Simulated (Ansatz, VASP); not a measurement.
Two plane-wave programs on P2Pb

```xyz
3
Lattice="-2.0569 2.0569 5.0392 2.0569 -2.0569 5.0392 2.0569 2.0569 -5.0392" Properties=species:S:1:pos:R:3 pbc="T T T"
P     0.0000    0.0000    6.0693
P     0.0000    0.0000    4.0090
Pb    0.0000    0.0000    0.0000
```

Alike in both runs: functional r2SCAN; k mesh 6 × 6 × 6; occupations gaussian, width 0.1 eV; no spin polarisation.

Ansatz relaxed the structure, and its values are those at the end. VASP's run is a single point on that final structure, the one shown.

```csv
,VASP,Ansatz
version,VASP 6.6.1,Ansatz 0.2.0
potentials or method,"VASP PAW PBE potentials, release 64 (P, Pb_d), cutoff 520 eV","scalar-relativistic, plane waves, PAW"
valence electrons in the cell,24,24
```

Ansatz gave:

- gap on the k mesh at the Fermi level (eV): none
- pressure (GPa): 0.1
- rms of the force components (eV/Å): 0.014

**Question.** Estimate VASP's values.

**Answer.** gap on the k mesh at the Fermi level (eV): none; pressure (GPa): -0.2; rms of the force components (eV/Å): 0.054.

VASP's potentials were made for PBE, not for r2SCAN. A gap of «none» marks a metal or a gap that the smearing closes.

The k mesh is coarse, so the values compare programs but aren't converged. Spin-orbit coupling is off throughout.
